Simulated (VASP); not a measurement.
A run of VASP 6.6.1 is set up as follows.

Contents of INCAR:

```
SYSTEM = CdF2
  PREC = Accurate
  ENCUT = 520
  EDIFF = 1E-7
  ISMEAR = 0
  SIGMA = 0.01
  LREAL = .FALSE.
  LASPH = .TRUE.
  NELM = 100
  ALGO = Normal
  ISIF = 2
  LWAVE = .FALSE.
  LCHARG = .FALSE.
  GGA = PE
  NBANDS = 20
```

Contents of KPOINTS:

```
regular mesh
0
G
  8 8 8
  0 0 0
```

Contents of POSCAR:

```
CdF2
1.0
    0.0000000000      2.6941776812      2.6941776812
    2.6941776812      0.0000000000      2.6941776812
    2.6941776812      2.6941776812      0.0000000000
Cd F
1 2
Direct
    0.0000000000      0.0000000000      0.0000000000
    0.2500000000      0.2500000000      0.2500000000
    0.7500000000      0.7500000000      0.7500000000
```

Potentials or basis: VASP PAW PBE potentials, release 64 (Cd, F).

Run with:

```bash
$ cat potpaw_PBE.64/Cd/POTCAR potpaw_PBE.64/F/POTCAR > POTCAR
$ mpirun -np 1 vasp_std > vasp.out
```

Task: Estimate the band gap on the k mesh.

Result: 3.07 eV (least direct gap 3.57 eV).

Task: What does it give for the pressure?

Result: 6.2 GPa.

Caveat: the cell stands under pressure. A k mesh can miss the band edges.
